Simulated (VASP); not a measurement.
**CO: single point with r2SCAN**

Crystal: CO.

```
C O
1.0
     5.63000    0.00000    0.00000
     0.00000    5.63000    0.00000
     0.00000    0.00000    5.63000
C O
4 4
Direct
  0.95800 0.95800 0.95800
  0.54200 0.04200 0.45800
  0.45800 0.54200 0.04200
  0.04200 0.45800 0.54200
  0.06700 0.06700 0.06700
  0.43300 0.93300 0.56700
  0.56700 0.43300 0.93300
  0.93300 0.56700 0.43300
```

```
Program                : VASP 6.6.1
Task                   : single point
Functional             : r2SCAN
Potentials or basis    : VASP PAW PBE potentials, release 64 (C_h, O_h)
Cutoff                 : 910 eV
k mesh                 : 5 × 5 × 5
Occupations            : fermi-dirac, width 0.1 eV
Spin                   : no spin polarisation
Dipole correction      : no
Further INCAR settings : ALGO = Normal; EDIFF = 1e-06; NBANDS = 30
```

| Item | Value |
| --- | --- |
| Pressure | 12.0 GPa |
| Largest force | 9.591 eV/Å |
| Band gap on the k mesh | 7.13 eV |

Forces on the atoms (eV/Å):
```
C   -5.527 -5.527 -5.527
C    5.527  5.527 -5.527
C   -5.527  5.527  5.527
C    5.527 -5.527  5.527
O    5.537  5.537  5.537
O   -5.537 -5.537  5.537
O    5.537 -5.537 -5.537
O   -5.537  5.537 -5.537
```

Levels at points of the mesh, in eV from the valence-band top:
```tsv
k point	band 16	band 17	band 18	band 19	band 20	band 21	band 22	band 23	band 24	band 25
(0.00, 0.00, 0.00)	-3.63	-1.17	-0.06	-0.06	-0.06	7.33	7.33	7.33	8.20	8.20
```

It took 16 min on 1 thread of Intel(R) Xeon(R) Platinum 8375C CPU @ 2.90GHz (Ice Lake) (shared host), peak memory 0.5 GiB.

Caveat: the cutoff is under 1.25 times the usual one of these potentials, so pressure, stress and relaxed cells hold a basis-set (Pulay) error; the cell stands under pressure; the PAW data sets were made with another functional, which shifts forces and pressure a little; an odd mesh through Γ misses points on the zone boundary, where band edges can lie.
